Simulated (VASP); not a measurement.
A run of VASP 6.6.1 is set up as follows.

INCAR

```
ALGO     = Normal         # electronic algorithm
EDIFF    = 1E-6           # SCF threshold, eV
ENCUT    = 500            # plane-wave cutoff, eV
GGA      = PE             # functional
GGA_COMPAT= F            
ISIF     = 2              # what is computed and relaxed
ISMEAR   = 0              # smearing method
LASPH    = T              # aspherical terms in the spheres
LCHARG   = F              # write CHGCAR
LREAL    = F              # projectors in reciprocal space
LWAVE    = F              # write WAVECAR
NBANDS   = 16             # bands
NELM     = 120            # most SCF steps
PREC     = Accurate       # precision mode
SIGMA    = 0.02           # smearing width, eV
```

KPOINTS

```
k-points
0
Gamma
  8 8 8
```

The input POSCAR:

```
GaP
1.0
    0.0000000000      2.7251704063      2.7251704063
    2.7251704063      0.0000000000      2.7251704063
    2.7251704063      2.7251704063      0.0000000000
Ga P
1 1
Direct
    0.0000000000      0.0000000000      0.0000000000
    0.2500000000      0.2500000000      0.2500000000
```

Potentials or basis: VASP PAW PBE potentials, release 64 (Ga_d, P).

Command:

```sh
$ cat potpaw_PBE.64/Ga_d/POTCAR potpaw_PBE.64/P/POTCAR > POTCAR
$ mpirun -np 1 vasp_std > vasp.out
```

Predict the pressure.

2.4 GPa.

Estimate the band gap on the k mesh.

1.64 eV, indirect (least direct gap 1.83 eV).

 A k mesh can miss the band edges.
